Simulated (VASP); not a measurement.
# GaCo (Amm2) in VASP: single point with PBEsol

Aim: the single point of GaCo with PBEsol.

All numbers are computed with VASP 6.6.1; they aren't measurements. Logs are shortened: lines on timing, memory, paths and dates and some standing lists are left out, and cuts for length are marked.

## (1) The cell of the first run

The structure is orthorhombic, space group Amm2 (No. 38). Conventional cell: a = 2.883 Å, b = 4.077 Å, c = 4.077 Å, α = 90.00°, β = 90.00°, γ = 90.00°. Ga (site symmetry mm2) has 8 Co at 2.34 to 2.66 Å and 6 Ga at 2.88 Å within 3.1 Å. Co (site symmetry mm2) has 8 Ga at 2.34 to 2.66 Å and 6 Co at 2.88 Å within 3.1 Å.

## (2) Single point, PBEsol (atom 2 (Co) moved by (-0.200, +0.000) A along [1 1 0] and z)

The input, INCAR:

```
ALGO = Fast ; EDIFF = 1E-6
ENCUT = 520 ; GGA = PS
ISIF = 2 ; ISMEAR = 0
LASPH = True ; LCHARG = False
LREAL = False ; LWAVE = False
NBANDS = 18 ; NELM = 100
PREC = Accurate ; SIGMA = 0.15
```

The input, KPOINTS:

```
k-points
0
Gamma
  16 16 16
```

The input, POSCAR:

```
GaCo
1.0
    2.8831000000      0.0000000000      0.0000000000
    0.0000000000      2.8831000000      0.0000000000
    0.0000000000      0.0000000000      2.8831000000
Ga Co
1 1
Direct
    0.5000000000      0.5000000000      0.5000000000
   -0.0490518387     -0.0490518387      0.0000000000
```

Potentials or basis: VASP PAW PBE potentials, release 64 (Ga_d, Co).

On the command line:

```sh
cat potpaw_PBE.64/Ga_d/POTCAR potpaw_PBE.64/Co/POTCAR > POTCAR
mpirun -np 1 vasp_std > vasp.out
```

OUTCAR:

```text
EDIFF = 1E-6
   ENCUT = 520
   GGA = PS
   ISIF = 2
   ISMEAR = 0
   LASPH = True
   LREAL = False
   NELM = 100
   PREC = Accurate

 ion  position               nearest neighbor table
   1  0.500  0.500  0.500-   2 2.34   2 2.34   2 2.50   2 2.50   2 2.50   2 2.50   2 2.66   2 2.66

   2  0.951  0.951  0.000-   1 2.34   1 2.34   1 2.50   1 2.50   1 2.50   1 2.50   1 2.66   1 2.66

  LATTYP: Found a simple cubic cell.
 ALAT       =     2.8831000000

  Lattice vectors:

 A1 = (   2.8831000000,   0.0000000000,   0.0000000000)
 A2 = (   0.0000000000,   2.8831000000,   0.0000000000)
 A3 = (   0.0000000000,   0.0000000000,   2.8831000000)

Analysis of symmetry for initial positions (statically):
=====================================================================
 Subroutine PRICEL returns:
 Original cell was already a primitive cell.

 Routine SETGRP: Setting up the symmetry group for a
 simple cubic supercell.

 Subroutine GETGRP returns: Found  4 space group operations
 (whereof  4 operations were pure point group operations)
 out of a pool of 48 trial point group operations.

The static configuration has the point symmetry C_2v.

Analysis of symmetry for dynamics (positions and initial velocities):
=====================================================================
 Subroutine PRICEL returns:
 Original cell was already a primitive cell.

 Routine SETGRP: Setting up the symmetry group for a
 simple cubic supercell.

 Subroutine GETGRP returns: Found  4 space group operations
 (whereof  4 operations were pure point group operations)
 out of a pool of 48 trial point group operations.

The dynamic configuration has the point symmetry C_2v.

 Subroutine INISYM returns: Found  4 space group operations
 (whereof  4 operations are pure point group operations),
 and found     1 'primitive' translations

----------------------------------------------------------------------------------------

                                     Primitive cell

  volume of cell :      23.9651

  direct lattice vectors                    reciprocal lattice vectors
     2.883100000  0.000000000  0.000000000     0.346848878  0.000000000  0.000000000
     0.000000000  2.883100000  0.000000000     0.000000000  0.346848878  0.000000000
     0.000000000  0.000000000  2.883100000     0.000000000  0.000000000  0.346848878

  length of vectors
     2.883100000  2.883100000  2.883100000     0.346848878  0.346848878  0.346848878

  position of ions in fractional coordinates (direct lattice)
     0.500000000  0.500000000  0.500000000
     0.950948161  0.950948161  0.000000000

  ion indices of the primitive-cell ions
   primitive index   ion index
                 1           1
                 2           2

----------------------------------------------------------------------------------------

 KPOINTS: k-points

Automatic generation of k-mesh.
 Grid dimensions read from file:
 generate k-points for:   16   16   16

 Generating k-lattice:

  Cartesian coordinates                     Fractional coordinates (reciprocal lattice)
     0.021678055  0.000000000  0.000000000     0.062500000  0.000000000  0.000000000
     0.000000000  0.021678055  0.000000000     0.000000000  0.062500000  0.000000000
     0.000000000  0.000000000  0.021678055     0.000000000  0.000000000  0.062500000

  Length of vectors
     0.021678055  0.021678055  0.021678055

  Shift w.r.t. Gamma in fractional coordinates (k-lattice)
     0.000000000  0.000000000  0.000000000

 Subroutine IBZKPT returns following result:
 ===========================================

 Found    657 irreducible k-points:

 Following reciprocal coordinates:
            Coordinates               Weight
  0.000000  0.000000  0.000000      1.000000
  0.062500  0.000000  0.000000      4.000000
  0.000000  0.000000  0.062500      2.000000
  0.125000  0.000000  0.000000      4.000000
  0.000000  0.000000  0.125000      2.000000
  0.187500  0.000000  0.000000      4.000000
[... 16 lines left out ...]
  0.062500  0.000000  0.125000      8.000000
 -0.062500  0.125000  0.000000      4.000000
 [... further k-points ...]
   k-points           NKPTS =    657   k-points in BZ     NKDIM =    657   number of bands    NBANDS=     18
   number of dos      NEDOS =    301   number of ions     NIONS =      2
   total plane-waves  NPLWV =  13824
   dimension x,y,z NGX =    24 NGY =   24 NGZ =   24
   dimension x,y,z NGXF=    48 NGYF=   48 NGZF=   48
   ions per type =               1   1
   NGX,Y,Z   is equivalent  to a cutoff of  13.84, 13.84, 13.84 a.u.
   NGXF,Y,Z  is equivalent  to a cutoff of  27.68, 27.68, 27.68 a.u.
 SYSTEM =  unknown system
   PREC   = accura    normal or accurate (medium, high low for compatibility)
   ISTART =      0    job   : 0-new  1-cont  2-samecut
   ICHARG =      2    charge: 1-file 2-atom 10-const
   ISPIN  =      1    spin polarized calculation?
   LNONCOLLINEAR =      F non collinear calculations
   LSORBIT =      F    spin-orbit coupling
   LASPH  =      T    aspherical Exc in radial PAW
   ENCUT  =  520.0 eV  38.22 Ry    6.18 a.u.   5.36  5.36  5.36*2*pi/ulx,y,z
   NELM   =    100;   NELMIN=  2; NELMDL= -5     # of ELM steps
   EDIFF  = 0.1E-05   stopping-criterion for ELM
   LREAL  =      F    real-space projection
   EDIFFG = 0.1E-04   stopping-criterion for IOM
   NSW    =      0    number of steps for IOM
   IBRION =     -1    ionic relax: 0-MD 1-quasi-New 2-CG
   NFREE  =      0    steps in history (QN), initial steepest desc. (CG)
   ISIF   =      2    stress and relaxation
   ISYM   =      2    0-nonsym 1-usesym 2-fastsym
   POTIM  = 0.5000    time-step for ionic-motion
   TEBEG  =    0.0;   TEEND  =   0.0 temperature during run
   PSTRESS=    0.0 pullay stress
   NELECT =      22.0000    total number of electrons
   NUPDOWN=      -1.0000    fix difference up-down
   EMIN   =  10.00;   EMAX   =-10.00  energy-range for DOS
   EFERMI =   0.00;   METHOD = LEGACY
   ISMEAR =     0;   SIGMA  =   0.15  broadening in eV -4-tet -1-fermi 0-gaus
   EFERMI_NEDOS =   21; number of points for ismear=-14 and -15
   IALGO  =     68    algorithm
   IMIX   =      4    mixing-type and parameters
     AMIX     =   0.40;   BMIX     =  1.00
     AMIX_MAG =   1.60;   BMIX_MAG =  1.00
  volume/ion in A,a.u.               =      11.98        80.86
  Fermi-wavevector in a.u.,A,eV,Ry     =   1.591070  3.006687 34.443210  2.531504
  Thomas-Fermi vector in A             =   2.689667
   LORBIT       =      0    0 simple, 1 ext, 2 COOP (PROOUT), +10 PAW based schemes
   GGA     = PS    functional components
   LHFCALC =     F    Hartree Fock is set to
   AEXX    =    0.0000 exact exchange contribution
   IVDW    =     0    specifies the selected vdW correction
   LEPSILON=     F    determine dielectric tensor
   LRPA    =     F    only Hartree local field effects (RPA)
 non-spin polarized calculation
 RMM-DIIS sequential band-by-band and
 Gauss-broadening in eV      SIGMA  =   0.15
  energy-cutoff  :      520.00
  volume of cell :       23.97
 maximum number of plane-waves:       662
 NGX is ok and might be reduce to    24
   NGX = 11   NGY = 11   NGZ = 11

 number of electron      22.0000018 magnetization

 Free energy of the ion-electron system (eV)
  ---------------------------------------------------
  ext. energy  EPLUGINS =         0.00000000
  ---------------------------------------------------
  free energy    TOTEN  =       -11.63490868 eV

  energy without entropy =      -11.62042232  energy(sigma->0) =      -11.62766550

 E-fermi :   9.5099     XC(G=0): -13.3058

 val. band max:        9.5098303209   @ k =   0.0000   0.5000   0.3125
 cond. band min:       9.5126667972   @ k =  -0.4375   0.1250   0.4375
 fundamental gap:      0.0028364763
 Fermi energy:         9.5098710411

 k-point     1 :       0.0000    0.0000    0.0000
  band No.  band energies     occupation
      1      -5.5511      2.00000
      2      -5.5508      2.00000
      3      -5.2193      2.00000
      4      -5.2039      2.00000
      5      -5.1950      2.00000
      6      -2.5119      2.00000
[... 10 lines left out ...]
     17      21.7195      0.00000
     18      32.3871      0.00000

 k-point     2 :       0.0625    0.0000    0.0000
  band No.  band energies     occupation
      1      -5.5490      2.00000
      2      -5.5404      2.00000
      3      -5.2210      2.00000
      4      -5.2078      2.00000
      5      -5.1963      2.00000
      6      -2.4385      2.00000
[... 10 lines left out ...]
     17      22.0957      0.00000
     18      31.8791      0.00000

 k-point     3 :       0.0000    0.0000    0.0625
  band No.  band energies     occupation
      1      -5.5489      2.00000
      2      -5.5405      2.00000
      3      -5.2230      2.00000
      4      -5.2033      2.00000
      5      -5.1990      2.00000
      6      -2.4384      2.00000
[... 10 lines left out ...]
     17      22.1748      0.00000
     18      31.8236      0.00000

 k-point     4 :       0.1250    0.0000    0.0000
  band No.  band energies     occupation
      1      -5.5434      2.00000
      2      -5.5112      2.00000
      3      -5.2278      2.00000
      4      -5.2189      2.00000
      5      -5.1982      2.00000
      6      -2.2180      2.00000
[... 10 lines left out ...]
     17      23.5899      0.00000
     18      30.4598      0.00000

 k-point     5 :       0.0000    0.0000    0.1250
  band No.  band energies     occupation
      1      -5.5436      2.00000
      2      -5.5107      2.00000
      3      -5.2335      2.00000
      4      -5.2105      2.00000
      5      -5.2014      2.00000
      6      -2.2176      2.00000
[... 10 lines left out ...]
     17      23.7177      0.00000
     18      30.3635      0.00000

 k-point     6 :       0.1875    0.0000    0.0000
  band No.  band energies     occupation
      1      -5.5351      2.00000
      2      -5.4687      2.00000
      3      -5.2414      2.00000
      4      -5.2354      2.00000
      5      -5.1976      2.00000
      6      -1.8505      2.00000
[... 10 lines left out ...]
     17      25.7076      0.00000
     18      29.0087      0.00000

 k-point     7 :       0.0000    0.0000    0.1875
  band No.  band energies     occupation
      1      -5.5356      2.00000
      2      -5.4672      2.00000
      3      -5.2492      2.00000
      4      -5.2277      2.00000
      5      -5.1986      2.00000
      6      -1.8496      2.00000
[... 10 lines left out ...]
     17      25.8425      0.00000
     18      29.1021      0.00000

 k-point     8 :       0.2500    0.0000    0.0000
  band No.  band energies     occupation
      1      -5.5251      2.00000
      2      -5.4201      2.00000
      3      -5.2591      2.00000
      4      -5.2549      2.00000
      5      -5.1952      2.00000
      6      -1.3380      2.00000
[... 10 lines left out ...]
     17      27.3438      0.00000
     18      27.4003      0.00000
[... 229 lines left out ...]
     17      22.4015      0.00000
     18      30.6451      0.00000

 k-point    20 :      -0.0625    0.0625    0.0000
  band No.  band energies     occupation
      1      -5.5430      2.00000
      2      -5.5342      2.00000
      3      -5.2235      2.00000
      4      -5.2121      2.00000
      5      -5.1971      2.00000
      6      -2.3651      2.00000
[... 10 lines left out ...]
     17      22.3636      0.00000
     18      30.8340      0.00000

 k-point    21 :       0.1250    0.0625    0.0000
  band No.  band energies     occupation
      1      -5.5358      2.00000
      2      -5.5061      2.00000
      3      -5.2264      2.00000
      4      -5.2235      2.00000
      5      -5.2029      2.00000
      6      -2.1450      2.00000
[... 10 lines left out ...]
     17      23.6276      0.00000
     18      29.1873      0.00000

 k-point    22 :       0.0000    0.1250    0.0625
  band No.  band energies     occupation
      1      -5.5358      2.00000
      2      -5.5063      2.00000
      3      -5.2325      2.00000
      4      -5.2185      2.00000
      5      -5.2024      2.00000
      6      -2.1448      2.00000
[... 10 lines left out ...]
     17      23.6752      0.00000
     18      29.0436      0.00000

 k-point    23 :       0.0625    0.0000    0.1250
  band No.  band energies     occupation
      1      -5.5360      2.00000
      2      -5.5057      2.00000
      3      -5.2360      2.00000
      4      -5.2126      2.00000
      5      -5.2052      2.00000
      6      -2.1445      2.00000
[... 10 lines left out ...]
     17      23.7943      0.00000
     18      29.0382      0.00000

 k-point    24 :      -0.0625    0.1250    0.0000
  band No.  band energies     occupation
      1      -5.5360      2.00000
      2      -5.5065      2.00000
      3      -5.2303      2.00000
      4      -5.2241      2.00000
      5      -5.1994      2.00000
      6      -2.1449      2.00000
[... 10 lines left out ...]
     17      23.6974      0.00000
     18      28.9772      0.00000

 [... further k-points ...]
[... 5 lines left out ...]
  --------------------------------------------------------------------------------------
  -------------------------------------------------------------------------------------
  Total       -0.7850881     -0.7850881     -0.5637113      0.5187634      0.0000000      0.0000000
  in kB      -52.4867701    -52.4867701    -37.6867049     34.6817355      0.0000000      0.0000000
  external PRESSURE =     -47.5534151 kB  Pullay stress =       0.0000000 kB

 VOLUME and BASIS-vectors are now :
 -----------------------------------------------------------------------------
  energy-cutoff  :      520.00
  volume of cell :       23.97
      direct lattice vectors                 reciprocal lattice vectors
     2.883100000  0.000000000  0.000000000     0.346848878  0.000000000  0.000000000
     0.000000000  2.883100000  0.000000000     0.000000000  0.346848878  0.000000000
     0.000000000  0.000000000  2.883100000     0.000000000  0.000000000  0.346848878

 POSITION                                       TOTAL-FORCE (eV/Angst)
 -----------------------------------------------------------------------------------
      1.44155      1.44155      1.44155        -0.878244     -0.878244      0.000000
      2.74168      2.74168      0.00000         0.878244      0.878244      0.000000
 -----------------------------------------------------------------------------------
    total drift:                                0.000550      0.000550     -0.000004

  FREE ENERGIE OF THE ION-ELECTRON SYSTEM (eV)
  ---------------------------------------------------
  free  energy   TOTEN  =       -11.6349086787 eV

  energy  without entropy=      -11.6204223210  energy(sigma->0) =      -11.62766550
```

Wall time 5.4 min (1 thread of AMD EPYC 7R13 (Zen 3), shared host); peak memory 0.36 GiB.

What came out:

```yaml
Free_energy: -11.6349 eV
Pressure: -4.8 GPa
Largest_force: 1.242 eV/Å
Band_gap_on_the_k_mesh: zero (bands 11 and 12 overlap by 1.45 eV)
```

Forces in eV/Å, atoms in the order of the input:
```
Ga  -0.878 -0.878  0.000
Co   0.878  0.878  0.000
```

Stress tensor (GPa, compression positive):
```
-5.25  3.47  0.00
 3.47 -5.25  0.00
 0.00  0.00 -3.77
```

Caveat: the cell differs from its parent crystal (atom 2 (Co) moved by (-0.200, +0.000) A along [1 1 0] and z); the cell stands under tension; the PAW data sets were made with another functional, which shifts forces and pressure a little; the run has no spin polarisation, though such a crystal can be magnetic. Spin polarisation is off, so any magnetic state and its effect on volume and gap are missing.
